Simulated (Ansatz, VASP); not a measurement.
One calculation of AlN, two programs

INCAR

```
ALGO = Normal
EDIFF = 1E-6
ENCUT = 520
GGA = CA
ISIF = 2
ISMEAR = -1
LASPH = T
LCHARG = F
LREAL = F
LWAVE = F
NBANDS = 11
NELM = 60
PREC = Accurate
SIGMA = 0.05
```

File KPOINTS:

```
k-points
0
Gamma
  10 10 10
```

The input POSCAR:

```
AlN
1.0
    0.0000000000      2.1544765148      2.1544765148
    2.1544765148      0.0000000000      2.1544765148
    2.1544765148      2.1544765148      0.0000000000
Al N
1 1
Direct
    0.0000000000      0.0000000000      0.0000000000
    0.2500000000      0.2500000000      0.2500000000
```

File input.yaml:

```yaml
crystal:
  lattice:
    - [0.0, 2.1544765148, 2.1544765148]
    - [2.1544765148, 0.0, 2.1544765148]
    - [2.1544765148, 2.1544765148, 0.0]
  atoms:
    - { symbol: Al, position: [0.0, 0.0, 0.0] }
    - { symbol: "N", position: [0.25, 0.25, 0.25] }
kpoints:
  mp_grid: { grid: [10, 10, 10] }
scf:
  occupations: { method: fermi_dirac, width: 0.05 }
hamiltonian:
  xc: lda
  pseudopotentials: { kind: all_electron, lapw: { basis_error: 0.001 } }
output:
  forces: true
  stress: true
  eigenvalues: true
```

Change from the starting cell: volume scaled by 0.96.

Alike in both runs: task single point; functional LDA; k mesh 10 × 10 × 10; occupations fermi-dirac, width 0.05 eV; no spin polarisation.

|  | VASP | Ansatz |
| --- | --- | --- |
| version | VASP 6.6.1 | Ansatz 0.2.0 |
| potentials or method | VASP PAW LDA potentials, release 64 (Al, N), cutoff 520 eV | all-electron LAPW, scalar-relativistic |

```csv
,VASP,Ansatz,Ansatz less VASP
gap on the k mesh at the Fermi level (eV),3.24,3.25,+0.014
least direct gap on the mesh (eV),4.60,4.60,-0.008
pressure (GPa),5.8,5.1,-0.70
```

LDA's correlation is that of Perdew and Zunger in VASP and of Perdew and Wang (1992) in Ansatz. Ansatz ran all-electron here, and VASP with PAW potentials.
